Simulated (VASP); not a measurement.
**CaO: single point with PBE**

CaO:

```
Ca O
1.0
     0.00000    2.40356    2.40356
     2.40356    0.00000    2.40356
     2.40356    2.40356    0.00000
Ca O
1 1
Direct
  0.00000 0.00000 0.00000
  0.50000 0.50000 0.50000
```

```
Program                : VASP 6.6.1
Task                   : single point
Functional             : PBE
Potentials or basis    : VASP PAW PBE potentials, release 64 (Ca_sv, O)
Cutoff                 : 600 eV
k mesh                 : 2 × 2 × 2, shifted
Occupations            : gaussian, width 0.1 eV
Spin                   : collinear spin, ferromagnetic start
Starting moments       : [0.61, 2.25] μB
Fixed moment           : 4 μB
Dipole correction      : no
Further INCAR settings : ALGO = Normal; EDIFF = 1e-06; NBANDS = 19; ISYM = 0
```

The pressure is 58.8 GPa and the net moment is 4.00 μB per cell. The site moments are Ca +0.73; O +1.71 μB. The valence electrons inside the program's atomic spheres are Ca 8.52; O 4.60.

Run time: 21 s on 1 thread of Intel(R) Xeon(R) Platinum 8375C CPU @ 2.90GHz (Ice Lake), on a shared host, peak memory 0.17 GiB.

Caveat: the k points lie up to 1.13 Å⁻¹ apart; the moment is held away from its start; the total moment is fixed, so each spin has its own Fermi level.
